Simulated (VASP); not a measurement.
## HfN (rocksalt type): relaxation of cell and atoms with PBE

HfN (rocksalt type):

```xyz
2
Lattice="0.0000 2.1544 2.1544 2.1544 0.0000 2.1544 2.1544 2.1544 0.0000" Properties=species:S:1:pos:R:3 pbc="T T T"
Hf    0.0000    0.0000    0.0000
N     2.1544    2.1544    2.1544
```

```
Program                : VASP 6.6.1
Task                   : relaxation of cell and atoms
Functional             : PBE
Potentials or basis    : VASP PAW PBE potentials, release 64 (Hf_pv, N)
Cutoff                 : 600 eV
k mesh                 : 17 × 17 × 17
Occupations            : fermi-dirac, width 0.08 eV
Spin                   : no spin polarisation
Dipole correction      : no
Further INCAR settings : ALGO = Normal; EDIFF = 1e-06; IBRION = 2; EDIFFG = -0.005; NSW = 60; ISIF = 3
```

```
Relaxed volume                        : 11.66 Å³/atom
Relaxed cell                          : a = 3.206 Å, b = 3.206 Å, c = 3.206 Å, α = 60.00°, β = 60.00°, γ = 60.00°
Space group after relaxing (to 0.1 Å) : Fm-3m (No. 225)
Pressure after relaxing               : 0.0 GPa
Band gap on the k mesh                : zero (an odd number of electrons rules out a gap without spin polarisation)
```

Final structure:
```xyz
2
Lattice="0.0000 2.2673 2.2673 2.2673 0.0000 2.2673 2.2673 2.2673 0.0000" Properties=species:S:1:pos:R:3 pbc="T T T"
Hf    0.0000    0.0000    0.0000
N     2.2673    2.2673    2.2673
```

Levels at points of the mesh, in eV from the Fermi level:
```
           k point  band 5  band 6  band 7  band 8  band 9  band 10  band 11
(0.00, 0.00, 0.00)   -3.03   -3.03   -3.03   -0.36   -0.36    -0.36     1.67
```

It took 82 s on 1 thread of Intel(R) Xeon(R) 6975P-C (Granite Rapids), on a shared host, peak memory 0.18 GiB.

Caveat: the volume moved by over 15 % at a fixed basis, so the end points are rough; spin-orbit coupling is left out, which moves the levels of the heavy elements.
